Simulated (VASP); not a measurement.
A run of VASP 6.6.1 is set up as follows.

INCAR

```
ALGO = Normal
EDIFF = 1E-6
ENCUT = 520
GGA = RE
ISIF = 2
ISMEAR = -1
LASPH = T
LCHARG = T
LELF = T
LREAL = F
LVHAR = T
LWAVE = F
NBANDS = 18
NELM = 100
PREC = Accurate
SIGMA = 0.1
```

The input KPOINTS:

```
k-points
0
Gamma
  14 14 8
```

Contents of POSCAR:

```
Ag
1.0
    2.9379270673      0.0000000000      0.0000000000
   -1.4689635337      2.5443194748      0.0000000000
    0.0000000000      0.0000000000      4.7525136095
Ag
2
Direct
    0.3333333333      0.6666666667      0.2500000000
    0.6666666667      0.3333333333      0.7500000000
```

Potentials or basis: VASP PAW PBE potentials, release 64 (Ag).

Run with:

```console
$ cat potpaw_PBE.64/Ag/POTCAR > POTCAR
$ mpirun -np 1 vasp_std > vasp.out
```

Estimate the pressure.

3.4 GPa.

Estimate the band gap on the k mesh.

zero (band 11 reaches 11.54 eV, above the bottom of band 12 at 4.58 eV).

Stress tensor (GPa, compression positive):
```
3.15 0.00 0.00
0.00 3.15 0.00
0.00 0.00 3.98
```

Caveat: the PAW data sets were made with another functional, which shifts forces and pressure a little.
